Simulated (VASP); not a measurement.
Input of a VASP 6.6.1 run:

Contents of INCAR:

```
SYSTEM = CdPdO3
ALGO = Normal
EDIFF = 1E-6
ENCUT = 520
GGA = CA
ISIF = 2
ISMEAR = 0
LASPH = .True.
LCHARG = .False.
LREAL = .False.
LWAVE = .False.
NBANDS = 28
NELM = 100
PREC = Accurate
SIGMA = 0.1
```

KPOINTS

```
k-points
0
Gamma
  6 6 6
  0 0 0
```

The input POSCAR:

```
CdPdO3
1.0
    3.7034743087      0.0000000000      0.0000000000
    0.0000000000      3.7034743087      0.0000000000
    0.0000000000      0.0000000000      3.7034743087
Cd Pd O
1 1 3
Direct
    0.0000000000      0.0000000000      0.0000000000
    0.5000000000      0.5000000000      0.5000000000
    0.0000000000      0.5000000000      0.5000000000
    0.5000000000      0.0000000000      0.5000000000
    0.5000000000      0.5000000000      0.0000000000
```

Potentials or basis: VASP PAW LDA potentials, release 64 (Cd, Pd, O).

Launch:

```console
$ cat potpaw_LDA.64/Cd/POTCAR potpaw_LDA.64/Pd/POTCAR potpaw_LDA.64/O/POTCAR > POTCAR
$ mpirun -np 1 vasp_std > vasp.out
```

(1) What does it give for the band gap on the k mesh?

(2) Predict the pressure.

Answers

(1) zero (band 20 reaches 5.86 eV, above the bottom of band 21 at 4.50 eV).

(2) 29.1 GPa.
